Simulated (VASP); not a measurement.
# Li (P1) in VASP: single point with PBE

Aim: the single point of Li with PBE.

All numbers are computed with VASP 6.6.1; they aren't measurements. Logs are shortened: lines on timing, memory, paths and dates and some standing lists are left out, and cuts for length are marked.

**1. The cell of the first run**

The typed cell holds 4 atoms: a = 3.034 Å, b = 3.034 Å, c = 10.216 Å, α = 90.00°, β = 90.00°, γ = 120.00°.

**2. Single point, PBE (one atom moved)**

INCAR reads:

```
ALGO = Fast ; EDIFF = 1E-6
ENCUT = 520 ; GGA = PE
ISIF = 2 ; ISMEAR = 0
LASPH = T ; LCHARG = F
LREAL = F ; LWAVE = F
NBANDS = 14 ; NELM = 80
PREC = Accurate ; SIGMA = 0.1
```

KPOINTS reads:

```
k-points
0
Gamma
  15 15 4
```

POSCAR reads:

```
Li
1.0
    3.0343856762      0.0000000000      0.0000000000
   -1.5171928381      2.6278550805      0.0000000000
    0.0000000000      0.0000000000     10.2162076700
Li
4
Direct
    0.0000000000      0.0000000000      0.0000000000
    0.2832821160      0.5919136893      0.2600575481
    0.0000000000      0.0000000000      0.5000000000
    0.6666666700      0.3333333300      0.7500000000
```

Potentials or basis: VASP PAW PBE potentials, release 64 (Li_sv).

Run with:

```sh
$ cat potpaw_PBE.64/Li_sv/POTCAR > POTCAR
$ mpirun -np 1 vasp_std > vasp.out
```

OUTCAR:

```text
EDIFF = 1E-6
   ENCUT = 520
   GGA = PE
   ISIF = 2
   ISMEAR = 0
   LASPH = T
   LREAL = F
   NELM = 80
   PREC = Accurate

 ion  position               nearest neighbor table
   1  0.000  0.000  0.000-
   2  0.283  0.592  0.260-
   3  0.000  0.000  0.500-
   4  0.667  0.333  0.750-

  LATTYP: Found a hexagonal cell.
 ALAT       =     3.0343856762
 C/A-ratio  =     3.3668125150

  Lattice vectors:

 A1 = (   3.0343856762,   0.0000000000,   0.0000000000)
 A2 = (  -1.5171928381,   2.6278550805,   0.0000000000)
 A3 = (   0.0000000000,   0.0000000000,  10.2162076700)

Analysis of symmetry for initial positions (statically):
=====================================================================
 Subroutine PRICEL returns:
 Original cell was already a primitive cell.

 Routine SETGRP: Setting up the symmetry group for a
 hexagonal supercell.

 Subroutine GETGRP returns: Found  1 space group operations
 (whereof  1 operations were pure point group operations)
 out of a pool of 24 trial point group operations.

The static configuration has the point symmetry C_1 .

Analysis of symmetry for dynamics (positions and initial velocities):
=====================================================================
 Subroutine PRICEL returns:
 Original cell was already a primitive cell.

 Routine SETGRP: Setting up the symmetry group for a
 hexagonal supercell.

 Subroutine GETGRP returns: Found  1 space group operations
 (whereof  1 operations were pure point group operations)
 out of a pool of 24 trial point group operations.

The dynamic configuration has the point symmetry C_1 .

 Subroutine INISYM returns: Found  1 space group operations
 (whereof  1 operations are pure point group operations),
 and found     1 'primitive' translations

----------------------------------------------------------------------------------------

                                     Primitive cell

  volume of cell :      81.4633

  direct lattice vectors                    reciprocal lattice vectors
     3.034385676  0.000000000  0.000000000     0.329555998  0.190269244  0.000000000
    -1.517192838  2.627855080  0.000000000     0.000000000  0.380538488  0.000000000
     0.000000000  0.000000000 10.216207670     0.000000000  0.000000000  0.097883680

  length of vectors
     3.034385676  3.034385676 10.216207670     0.380538488  0.380538488  0.097883680

  position of ions in fractional coordinates (direct lattice)
     0.000000000  0.000000000  0.000000000
     0.283282116  0.591913689  0.260057548
     0.000000000  0.000000000  0.500000000
     0.666666670  0.333333330  0.750000000

  ion indices of the primitive-cell ions
   primitive index   ion index
                 1           1
                 2           2
                 3           3
                 4           4

----------------------------------------------------------------------------------------

 KPOINTS: k-points

Automatic generation of k-mesh.
 Grid dimensions read from file:
 generate k-points for:   15   15    4

 Generating k-lattice:

  Cartesian coordinates                     Fractional coordinates (reciprocal lattice)
     0.021970400  0.012684616  0.000000000     0.066666667 -0.000000000  0.000000000
     0.000000000  0.025369233  0.000000000     0.000000000  0.066666667  0.000000000
     0.000000000  0.000000000  0.024470920     0.000000000  0.000000000  0.250000000

  Length of vectors
     0.025369233  0.025369233  0.024470920

  Shift w.r.t. Gamma in fractional coordinates (k-lattice)
     0.000000000  0.000000000  0.000000000

 Subroutine IBZKPT returns following result:
 ===========================================

 Found    451 irreducible k-points:

 Following reciprocal coordinates:
            Coordinates               Weight
  0.000000  0.000000  0.000000      1.000000
  0.066667  0.000000  0.000000      2.000000
  0.000000  0.066667  0.000000      2.000000
 -0.066667  0.066667  0.000000      2.000000
  0.133333  0.000000  0.000000      2.000000
  0.000000  0.133333  0.000000      2.000000
[... 16 lines left out ...]
  0.066667  0.066667  0.000000      2.000000
 -0.066667  0.133333  0.000000      2.000000
 [... further k-points ...]
   k-points           NKPTS =    451   k-points in BZ     NKDIM =    451   number of bands    NBANDS=     14
   number of dos      NEDOS =    301   number of ions     NIONS =      4
   total plane-waves  NPLWV =  46080
   dimension x,y,z NGX =    24 NGY =   24 NGZ =   80
   dimension x,y,z NGXF=    48 NGYF=   48 NGZF=  160
   ions per type =               4
   NGX,Y,Z   is equivalent  to a cutoff of  13.15, 13.15, 13.02 a.u.
   NGXF,Y,Z  is equivalent  to a cutoff of  26.30, 26.30, 26.04 a.u.
 SYSTEM =  unknown system
   PREC   = accura    normal or accurate (medium, high low for compatibility)
   ISTART =      0    job   : 0-new  1-cont  2-samecut
   ICHARG =      2    charge: 1-file 2-atom 10-const
   ISPIN  =      1    spin polarized calculation?
   LNONCOLLINEAR =      F non collinear calculations
   LSORBIT =      F    spin-orbit coupling
   LASPH  =      T    aspherical Exc in radial PAW
   ENCUT  =  520.0 eV  38.22 Ry    6.18 a.u.   5.64  5.64 19.00*2*pi/ulx,y,z
   NELM   =     80;   NELMIN=  2; NELMDL= -5     # of ELM steps
   EDIFF  = 0.1E-05   stopping-criterion for ELM
   LREAL  =      F    real-space projection
   EDIFFG = 0.1E-04   stopping-criterion for IOM
   NSW    =      0    number of steps for IOM
   IBRION =     -1    ionic relax: 0-MD 1-quasi-New 2-CG
   NFREE  =      0    steps in history (QN), initial steepest desc. (CG)
   ISIF   =      2    stress and relaxation
   ISYM   =      2    0-nonsym 1-usesym 2-fastsym
   POTIM  = 0.5000    time-step for ionic-motion
   TEBEG  =    0.0;   TEEND  =   0.0 temperature during run
   PSTRESS=    0.0 pullay stress
   NELECT =      12.0000    total number of electrons
   NUPDOWN=      -1.0000    fix difference up-down
   EMIN   =  10.00;   EMAX   =-10.00  energy-range for DOS
   EFERMI =   0.00;   METHOD = LEGACY
   ISMEAR =     0;   SIGMA  =   0.10  broadening in eV -4-tet -1-fermi 0-gaus
   EFERMI_NEDOS =   21; number of points for ismear=-14 and -15
   IALGO  =     68    algorithm
   IMIX   =      4    mixing-type and parameters
     AMIX     =   0.40;   BMIX     =  1.00
     AMIX_MAG =   1.60;   BMIX_MAG =  1.00
  volume/ion in A,a.u.               =      20.37       137.44
  Fermi-wavevector in a.u.,A,eV,Ry     =   0.864599  1.633855 10.170777  0.747531
  Thomas-Fermi vector in A             =   1.982719
   LORBIT       =      0    0 simple, 1 ext, 2 COOP (PROOUT), +10 PAW based schemes
   GGA     = PE    functional components
   LHFCALC =     F    Hartree Fock is set to
   AEXX    =    0.0000 exact exchange contribution
   IVDW    =     0    specifies the selected vdW correction
   LEPSILON=     F    determine dielectric tensor
   LRPA    =     F    only Hartree local field effects (RPA)
 non-spin polarized calculation
 RMM-DIIS sequential band-by-band and
 Gauss-broadening in eV      SIGMA  =   0.10
  energy-cutoff  :      520.00
  volume of cell :       81.46
 maximum number of plane-waves:      2234
   NGX = 11   NGY = 11   NGZ = 37

 number of electron      12.0000001 magnetization

 Free energy of the ion-electron system (eV)
  ---------------------------------------------------
  ext. energy  EPLUGINS =         0.00000000
  ---------------------------------------------------
  free energy    TOTEN  =        -7.61420891 eV

  energy without entropy =       -7.60311814  energy(sigma->0) =       -7.60866353

 E-fermi :   0.6304     XC(G=0):  -7.0319

 val. band max:        0.6278703734   @ k =   0.0000   0.2667   0.5000
 cond. band min:       0.6353244766   @ k =   0.4000   0.1333   0.0000
 fundamental gap:      0.0074541032
 Fermi energy:         0.6304327109

 k-point     1 :       0.0000    0.0000    0.0000
  band No.  band energies     occupation
      1     -45.9681      2.00000
      2     -45.9230      2.00000
      3     -45.9222      2.00000
      4     -45.8770      2.00000
      5      -2.9423      2.00000
      6      -1.9001      2.00000
      7      -1.8485      2.00000
      8       0.4416      1.99241
      9       3.2730      0.00000
     10       7.9530      0.00000
     11       8.2410      0.00000
     12      13.3359      0.00000
     13      13.5502      0.00000
     14      13.9969      0.00000

 k-point     2 :       0.0667    0.0000    0.0000
  band No.  band energies     occupation
      1     -45.9675      2.00000
      2     -45.9225      2.00000
      3     -45.9217      2.00000
      4     -45.8765      2.00000
      5      -2.8705      2.00000
      6      -1.8265      2.00000
      7      -1.7737      2.00000
      8       0.5365      1.81597
      9       3.3041      0.00000
     10       7.9969      0.00000
     11       8.2749      0.00000
     12      12.6237      0.00000
     13      12.8742      0.00000
     14      13.5904      0.00000

 k-point     3 :       0.0000    0.0667    0.0000
  band No.  band energies     occupation
      1     -45.9675      2.00000
      2     -45.9225      2.00000
      3     -45.9217      2.00000
      4     -45.8765      2.00000
      5      -2.8705      2.00000
      6      -1.8267      2.00000
      7      -1.7740      2.00000
      8       0.5367      1.81498
      9       3.3022      0.00000
     10       8.0015      0.00000
     11       8.2780      0.00000
     12      12.5687      0.00000
     13      12.8800      0.00000
     14      13.5947      0.00000
[... 324 lines left out ...]
 k-point    23 :       0.0667    0.0667    0.0000
  band No.  band energies     occupation
      1     -45.9664      2.00000
      2     -45.9213      2.00000
      3     -45.9206      2.00000
      4     -45.8755      2.00000
      5      -2.7265      2.00000
      6      -1.6796      2.00000
      7      -1.6245      2.00000
      8       0.7265      0.17437
      9       3.3620      0.00000
     10       8.0859      0.00000
     11       8.3399      0.00000
     12      11.7608      0.00000
     13      11.7948      0.00000
     14      12.7883      0.00000

 k-point    24 :      -0.0667    0.1333    0.0000
  band No.  band energies     occupation
      1     -45.9664      2.00000
      2     -45.9213      2.00000
      3     -45.9206      2.00000
      4     -45.8755      2.00000
      5      -2.7265      2.00000
      6      -1.6797      2.00000
      7      -1.6247      2.00000
      8       0.7266      0.17369
      9       3.3607      0.00000
     10       8.0892      0.00000
     11       8.3420      0.00000
     12      11.7623      0.00000
     13      11.7998      0.00000
     14      12.8047      0.00000

 [... further k-points ...]

------------------------ aborting loop because EDIFF is reached ----------------------------------------

  FORCE on cell =-STRESS in cart. coord.  units (eV):
  Direction    XX          YY          ZZ          XY          YZ          ZX
  --------------------------------------------------------------------------------------
  -------------------------------------------------------------------------------------
  Total       -0.0217513      0.0780067     -0.2734618     -0.0095464     -0.0175568     -0.0015855
  in kB       -0.4277936      1.5341948     -5.3783031     -0.1877544     -0.3452980     -0.0311832
  external PRESSURE =      -1.4239673 kB  Pullay stress =       0.0000000 kB

 VOLUME and BASIS-vectors are now :
 -----------------------------------------------------------------------------
  energy-cutoff  :      520.00
  volume of cell :       81.46
      direct lattice vectors                 reciprocal lattice vectors
     3.034385676  0.000000000  0.000000000     0.329555998  0.190269244  0.000000000
    -1.517192838  2.627855080  0.000000000     0.000000000  0.380538488  0.000000000
     0.000000000  0.000000000 10.216207670     0.000000000  0.000000000  0.097883680

 POSITION                                       TOTAL-FORCE (eV/Angst)
 -----------------------------------------------------------------------------------
      0.00000      0.00000      0.00000        -0.001429     -0.014974      0.050912
     -0.03846      1.55546      2.65680         0.003185      0.037385     -0.130424
      0.00000      0.00000      5.10810        -0.002266     -0.023840      0.073105
      1.51719      0.87595      7.66216         0.000510      0.001429      0.006407
 -----------------------------------------------------------------------------------
    total drift:                                0.000108     -0.000068      0.000229

  FREE ENERGIE OF THE ION-ELECTRON SYSTEM (eV)
  ---------------------------------------------------
  free  energy   TOTEN  =        -7.6142089077 eV

  energy  without entropy=       -7.6031181435  energy(sigma->0) =       -7.60866353
```

It took 9.6 min on 1 thread of Oxide Virtual Turin-like, shared host; peak memory 0.43 GiB.

What came out:

| Item | Value |
| --- | --- |
| Free energy | -7.6142 eV |
| Largest force | 0.136 eV/Å |
| Band gap on the k mesh | zero (band 6 reaches 2.31 eV, above the bottom of band 7 at -1.85 eV) |

Forces on the atoms (eV/Å):
```
Li  -0.001 -0.015  0.051
Li   0.003  0.037 -0.130
Li  -0.002 -0.024  0.073
Li   0.001  0.001  0.006
```

Caveat: the cell differs from its parent crystal (one atom moved); the cutoff is under 1.25 times the usual one of these potentials, so pressure, stress and relaxed cells hold a basis-set (Pulay) error.
